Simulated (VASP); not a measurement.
## Si4O: single point with PBE+D3(BJ)

System: Si4O, a slab with vacuum.

```
Si O
1.0
     3.83334    0.00000    0.00000
     0.00000    3.83334    0.00000
     0.00000    0.00000   21.20348
Si O
4 1
Direct
  0.00000 0.50000 0.18865
  0.00000 0.00000 0.25257
  0.50000 0.00000 0.31919
  0.50000 0.50000 0.38218
  0.87500 0.50000 0.48593
```

```yaml
Program: VASP 6.6.1
Task: single point
Functional: PBE
Dispersion: D3(BJ)
Potentials_or_basis: VASP PAW PBE potentials, release 64 (Si, O)
Cutoff: 520 eV
k_mesh: 7 × 7 × 1
Occupations: gaussian, width 0.05 eV
Spin: collinear spin, ferromagnetic start
Starting_moments: "[0.0, 0.0, 0.0, 0.0, 2.0] μB"
```

```
Largest force                                         : 2.350 eV/Å
Net moment                                            : 1.16 μB per cell
Site moments                                          : Si -0.02, -0.01, -0.03 (each value once); O +1.05 μB
Valence electrons inside the program's atomic spheres : Si 1.59, 1.67, 1.52 (each value once); O 4.61
Dispersion energy per atom                            : -0.200 eV
```

Forces on the atoms (eV/Å):
```
Si  -0.049  0.000 -0.114
Si   0.116  0.000  0.319
Si   0.012  0.000  0.153
Si   0.555  0.000  1.905
O   -0.634  0.000 -2.263
```

Levels at points of the mesh, in eV from the Fermi level:
Spin up:
| k point | band 9 | band 10 | band 11 | band 12 | band 13 | band 14 |
| --- | --- | --- | --- | --- | --- | --- |
| (0.00, 0.00, 0.00) | -1.66 | -1.09 | -0.79 | 0.61 | 1.20 | 1.62 |
Spin down:
| k point | band 6 | band 7 | band 8 | band 9 | band 10 | band 11 | band 12 | band 13 | band 14 | band 15 |
| --- | --- | --- | --- | --- | --- | --- | --- | --- | --- | --- |
| (0.00, 0.00, 0.00) | -2.19 | -1.94 | -0.84 | -0.64 | -0.43 | 0.57 | 0.72 | 1.22 | 1.61 | 1.85 |

Run time: 4.7 min on 1 thread of Intel(R) Xeon(R) 6975P-C (Granite Rapids) (shared host), peak memory 0.59 GiB.
